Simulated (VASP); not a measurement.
# MoS2 (P6_3/mmc) in VASP: a series of runs

Runs on MoS2. Level: PBE. Tasks: single point.

All numbers are computed with VASP 6.6.1; they aren't measurements. Logs are shortened: lines on timing, memory, paths and dates and some standing lists are left out, and cuts for length are marked.

## (1) The cell of the first run

It takes space group P6_3/mmc (No. 194, hexagonal). The conventional cell has a = 3.096 Å, b = 3.096 Å, c = 12.044 Å, α = 90.00°, β = 90.00°, γ = 120.00°. Mo (site symmetry -6m2) has 6 S at 2.32 Å and 6 Mo at 3.10 Å within 3.1 Å. S (site symmetry 3m) has 3 Mo at 2.32 Å and 7 S at 2.95 to 3.10 Å within 3.1 Å.

## (2) Single point, PBE (volume scaled by 0.94)

File INCAR:

```
SYSTEM = MoS2
PREC = Accurate
ENCUT = 520
EDIFF = 1E-7
ISMEAR = -1
SIGMA = 0.05
LREAL = .False.
LASPH = .True.
NELM = 60
ALGO = Normal
ISIF = 2
LWAVE = .False.
LCHARG = .False.
GGA = PE
NBANDS = 35
```

File KPOINTS:

```
Automatic mesh
0
Gamma
  10 10 3
  0 0 0
```

File POSCAR:

```
MoS2
1.0
    3.0964731786      0.0000000000      0.0000000000
   -1.5482365893      2.6816244371      0.0000000000
    0.0000000000      0.0000000000     12.0440109128
Mo S
2 4
Direct
    0.3333333333      0.6666666667      0.2500000000
    0.6666666667      0.3333333333      0.7500000000
    0.3333333333      0.6666666667      0.6275000000
    0.6666666667      0.3333333333      0.1275000000
    0.3333333333      0.6666666667      0.8725000000
    0.6666666667      0.3333333333      0.3725000000
```

Potentials or basis: VASP PAW PBE potentials, release 64 (Mo_sv, S).

Run with:

```sh
cat potpaw_PBE.64/Mo_sv/POTCAR potpaw_PBE.64/S/POTCAR > POTCAR
mpirun -np 1 vasp_std > vasp.out
```

OUTCAR:

```text
SYSTEM = MoS2
   PREC = Accurate
   ENCUT = 520
   EDIFF = 1E-7
   ISMEAR = -1
   LREAL = .False.
   LASPH = .True.
   NELM = 60
   ISIF = 2
   GGA = PE

 ion  position               nearest neighbor table
   1  0.333  0.667  0.250-   4 2.32   6 2.32   4 2.32   6 2.32   4 2.32   6 2.32
   2  0.667  0.333  0.750-   3 2.32   5 2.32   3 2.32   5 2.32   3 2.32   5 2.32
   3  0.333  0.667  0.627-   2 2.32   2 2.32   2 2.32
   4  0.667  0.333  0.127-   1 2.32   1 2.32   1 2.32
   5  0.333  0.667  0.873-   2 2.32   2 2.32   2 2.32
   6  0.667  0.333  0.373-   1 2.32   1 2.32   1 2.32

  LATTYP: Found a hexagonal cell.
 ALAT       =     3.0964731786
 C/A-ratio  =     3.8895899361

  Lattice vectors:

 A1 = (   3.0964731786,   0.0000000000,   0.0000000000)
 A2 = (  -1.5482365893,   2.6816244371,   0.0000000000)
 A3 = (   0.0000000000,   0.0000000000,  12.0440109128)

Analysis of symmetry for initial positions (statically):
=====================================================================
 Subroutine PRICEL returns:
 Original cell was already a primitive cell.

 Routine SETGRP: Setting up the symmetry group for a
 hexagonal supercell.

 Subroutine GETGRP returns: Found 24 space group operations
 (whereof 12 operations were pure point group operations)
 out of a pool of 24 trial point group operations.

The static configuration has the point symmetry D_3d.
 The point group associated with its full space group is D_6h.

Analysis of symmetry for dynamics (positions and initial velocities):
=====================================================================
 Subroutine PRICEL returns:
 Original cell was already a primitive cell.

 Routine SETGRP: Setting up the symmetry group for a
 hexagonal supercell.

 Subroutine GETGRP returns: Found 24 space group operations
 (whereof 12 operations were pure point group operations)
 out of a pool of 24 trial point group operations.

The dynamic configuration has the point symmetry D_3d.
 The point group associated with its full space group is D_6h.

 Subroutine INISYM returns: Found 24 space group operations
 (whereof 12 operations are pure point group operations),
 and found     1 'primitive' translations

----------------------------------------------------------------------------------------

                                     Primitive cell

  volume of cell :     100.0084

  direct lattice vectors                    reciprocal lattice vectors
     3.096473179  0.000000000  0.000000000     0.322948058  0.186454148  0.000000000
    -1.548236589  2.681624437  0.000000000     0.000000000  0.372908296  0.000000000
     0.000000000  0.000000000 12.044010913     0.000000000  0.000000000  0.083028819

  length of vectors
     3.096473179  3.096473181 12.044010913     0.372908296  0.372908296  0.083028819

  position of ions in fractional coordinates (direct lattice)
     0.333333333  0.666666667  0.250000000
     0.666666667  0.333333333  0.750000000
     0.333333333  0.666666667  0.627500000
     0.666666667  0.333333333  0.127500000
     0.333333333  0.666666667  0.872500000
     0.666666667  0.333333333  0.372500000

  ion indices of the primitive-cell ions
   primitive index   ion index
                 1           1
                 2           2
                 3           3
                 4           4
                 5           5
                 6           6

----------------------------------------------------------------------------------------

 KPOINTS: Automatic mesh

Automatic generation of k-mesh.
 Grid dimensions read from file:
 generate k-points for:   10   10    3

 Generating k-lattice:

  Cartesian coordinates                     Fractional coordinates (reciprocal lattice)
     0.032294806  0.018645415  0.000000000     0.100000000 -0.000000000  0.000000000
     0.000000000  0.037290830  0.000000000     0.000000000  0.100000000  0.000000000
     0.000000000  0.000000000  0.027676273     0.000000000  0.000000000  0.333333333

  Length of vectors
     0.037290830  0.037290830  0.027676273

  Shift w.r.t. Gamma in fractional coordinates (k-lattice)
     0.000000000  0.000000000  0.000000000

 Subroutine IBZKPT returns following result:
 ===========================================

 Found     28 irreducible k-points:

 Following reciprocal coordinates:
            Coordinates               Weight
  0.000000  0.000000  0.000000      1.000000
  0.100000 -0.000000  0.000000      6.000000
  0.200000 -0.000000  0.000000      6.000000
  0.300000 -0.000000  0.000000      6.000000
  0.400000 -0.000000  0.000000      6.000000
  0.500000 -0.000000  0.000000      3.000000
[... 16 lines left out ...]
  0.300000  0.100000  0.333333     24.000000
  0.400000  0.100000  0.333333     24.000000
 [... further k-points ...]
   k-points           NKPTS =     28   k-points in BZ     NKDIM =     28   number of bands    NBANDS=     35
   number of dos      NEDOS =    301   number of ions     NIONS =      6
   total plane-waves  NPLWV =  51840
   dimension x,y,z NGX =    24 NGY =   24 NGZ =   90
   dimension x,y,z NGXF=    48 NGYF=   48 NGZF=  180
   ions per type =               2   4
   NGX,Y,Z   is equivalent  to a cutoff of  12.89, 12.89, 12.42 a.u.
   NGXF,Y,Z  is equivalent  to a cutoff of  25.77, 25.77, 24.85 a.u.
 SYSTEM =  MoS2
   PREC   = accura    normal or accurate (medium, high low for compatibility)
   ISTART =      0    job   : 0-new  1-cont  2-samecut
   ICHARG =      2    charge: 1-file 2-atom 10-const
   ISPIN  =      1    spin polarized calculation?
   LNONCOLLINEAR =      F non collinear calculations
   LSORBIT =      F    spin-orbit coupling
   LASPH  =      T    aspherical Exc in radial PAW
   ENCUT  =  520.0 eV  38.22 Ry    6.18 a.u.   5.76  5.76 22.39*2*pi/ulx,y,z
   NELM   =     60;   NELMIN=  2; NELMDL= -5     # of ELM steps
   EDIFF  = 0.1E-06   stopping-criterion for ELM
   LREAL  =      F    real-space projection
   EDIFFG = 0.1E-05   stopping-criterion for IOM
   NSW    =      0    number of steps for IOM
   IBRION =     -1    ionic relax: 0-MD 1-quasi-New 2-CG
   NFREE  =      0    steps in history (QN), initial steepest desc. (CG)
   ISIF   =      2    stress and relaxation
   ISYM   =      2    0-nonsym 1-usesym 2-fastsym
   POTIM  = 0.5000    time-step for ionic-motion
   TEBEG  =    0.0;   TEEND  =   0.0 temperature during run
   PSTRESS=    0.0 pullay stress
   NELECT =      52.0000    total number of electrons
   NUPDOWN=      -1.0000    fix difference up-down
   EMIN   =  10.00;   EMAX   =-10.00  energy-range for DOS
   EFERMI =   0.00;   METHOD = LEGACY
   ISMEAR =    -1;   SIGMA  =   0.05  broadening in eV -4-tet -1-fermi 0-gaus
   EFERMI_NEDOS =   21; number of points for ismear=-14 and -15
   IALGO  =     38    algorithm
   IMIX   =      4    mixing-type and parameters
     AMIX     =   0.40;   BMIX     =  1.00
     AMIX_MAG =   1.60;   BMIX_MAG =  1.00
  volume/ion in A,a.u.               =      16.67       112.48
  Fermi-wavevector in a.u.,A,eV,Ry     =   1.316428  2.487688 23.578664  1.732983
  Thomas-Fermi vector in A             =   2.446541
   LORBIT       =      0    0 simple, 1 ext, 2 COOP (PROOUT), +10 PAW based schemes
   GGA     = PE    functional components
   LHFCALC =     F    Hartree Fock is set to
   AEXX    =    0.0000 exact exchange contribution
   IVDW    =     0    specifies the selected vdW correction
   LEPSILON=     F    determine dielectric tensor
   LRPA    =     F    only Hartree local field effects (RPA)
 non-spin polarized calculation
  energy-cutoff  :      520.00
  volume of cell :      100.01
 maximum number of plane-waves:      2710
 NGX is ok and might be reduce to    24
   NGX = 11   NGY = 11   NGZ = 45

 number of electron      52.0000007 magnetization

 Free energy of the ion-electron system (eV)
  ---------------------------------------------------
  ext. energy  EPLUGINS =         0.00000000
  ---------------------------------------------------
  free energy    TOTEN  =       -42.88654994 eV

  energy without entropy =      -42.88654446  energy(sigma->0) =      -42.88654720

 E-fermi :   8.9921     XC(G=0): -11.0904

 val. band max:        8.6298195434   @ k =   0.0000   0.0000   0.0000
 cond. band min:       9.5156259466   @ k =   0.3000   0.3000   0.0000
 fundamental gap:      0.8858064031
 Fermi energy:         8.9920695271

 k-point     1 :       0.0000    0.0000    0.0000
  band No.  band energies     occupation
      1     -53.0499      2.00000
      2     -53.0499      2.00000
      3     -27.2957      2.00000
      4     -27.2955      2.00000
      5     -27.0011      2.00000
      6     -27.0011      2.00000
[... 27 lines left out ...]
     34      11.2838      0.00000
     35      14.1103      0.00000

 k-point     2 :       0.1000   -0.0000    0.0000
  band No.  band energies     occupation
      1     -53.0445      2.00000
      2     -53.0445      2.00000
      3     -27.2850      2.00000
      4     -27.2849      2.00000
      5     -27.0533      2.00000
      6     -27.0533      2.00000
[... 27 lines left out ...]
     34      11.0925      0.00000
     35      14.8308      0.00000

 k-point     3 :       0.2000   -0.0000    0.0000
  band No.  band energies     occupation
      1     -53.0303      2.00000
      2     -53.0303      2.00000
      3     -27.2570      2.00000
      4     -27.2569      2.00000
      5     -27.1880      2.00000
      6     -27.1880      2.00000
[... 27 lines left out ...]
     34      11.7373      0.00000
     35      16.1216      0.00000
[... 723 lines left out ...]
 k-point    23 :       0.3000    0.1000    0.3333
  band No.  band energies     occupation
      1     -53.0028      2.00000
      2     -53.0028      2.00000
      3     -27.4186      2.00000
      4     -27.4186      2.00000
      5     -27.2026      2.00000
      6     -27.2026      2.00000
[... 27 lines left out ...]
     34      12.7693      0.00000
     35      15.5051      0.00000

 k-point    24 :       0.4000    0.1000    0.3333
  band No.  band energies     occupation
      1     -52.9929      2.00000
      2     -52.9929      2.00000
      3     -27.5014      2.00000
      4     -27.5014      2.00000
      5     -27.1830      2.00000
      6     -27.1830      2.00000
[... 27 lines left out ...]
     34      12.6079      0.00000
     35      14.5063      0.00000

 [... further k-points ...]
[... 5 lines left out ...]
  --------------------------------------------------------------------------------------
  -------------------------------------------------------------------------------------
  Total       11.4155128     11.4155128     16.4439498      0.0000000     -0.0000000     -0.0000000
  in kB      182.8814224    182.8814227    263.4391444      0.0000000     -0.0000000     -0.0000000
  external PRESSURE =     209.7339965 kB  Pullay stress =       0.0000000 kB

 VOLUME and BASIS-vectors are now :
 -----------------------------------------------------------------------------
  energy-cutoff  :      520.00
  volume of cell :      100.01
      direct lattice vectors                 reciprocal lattice vectors
     3.096473179  0.000000000  0.000000000     0.322948058  0.186454148  0.000000000
    -1.548236589  2.681624437  0.000000000     0.000000000  0.372908296  0.000000000
     0.000000000  0.000000000 12.044010913     0.000000000  0.000000000  0.083028819

 POSITION                                       TOTAL-FORCE (eV/Angst)
 -----------------------------------------------------------------------------------
     -0.00000      1.78775      3.01100         0.000000     -0.000000      0.000000
      1.54824      0.89387      9.03301        -0.000000      0.000000      0.000000
     -0.00000      1.78775      7.55762         0.000000      0.000000     -2.453018
      1.54824      0.89387      1.53561         0.000000     -0.000000     -2.453018
     -0.00000      1.78775     10.50840         0.000000      0.000000      2.453018
      1.54824      0.89387      4.48639        -0.000000     -0.000000      2.453018
 -----------------------------------------------------------------------------------
    total drift:                               -0.000000      0.000000     -0.000000

  FREE ENERGIE OF THE ION-ELECTRON SYSTEM (eV)
  ---------------------------------------------------
  free  energy   TOTEN  =       -42.8865499431 eV

  energy  without entropy=      -42.8865444567  energy(sigma->0) =      -42.88654720
```

It took 59 s on 1 thread of Intel Xeon 6975P-C (Granite Rapids), shared host; peak memory 0.25 GiB.

What came out:

```
Free energy            : -42.8865 eV
Pressure               : 21.0 GPa
Largest force          : 2.453 eV/Å
Band gap on the k mesh : 0.89 eV, indirect (least direct gap 2.03 eV)
```

Forces on the atoms (eV/Å):
```
Mo   0.000  0.000  0.000
Mo   0.000  0.000  0.000
S    0.000  0.000 -2.453
S    0.000  0.000 -2.453
S    0.000  0.000  2.453
S    0.000  0.000  2.453
```

Stress tensor (GPa, compression positive):
```
18.29  0.00  0.00
 0.00 18.29  0.00
 0.00  0.00 26.34
```

Caveat: this functional lacks dispersion, which binds the layers, so the pressure and a relaxed spacing across them are unreliable; forces of over 1 eV/Å act on the atoms, so gaps and moduli don't describe the material at rest. A k mesh can miss the band edges.

[end of part 1 of 3]
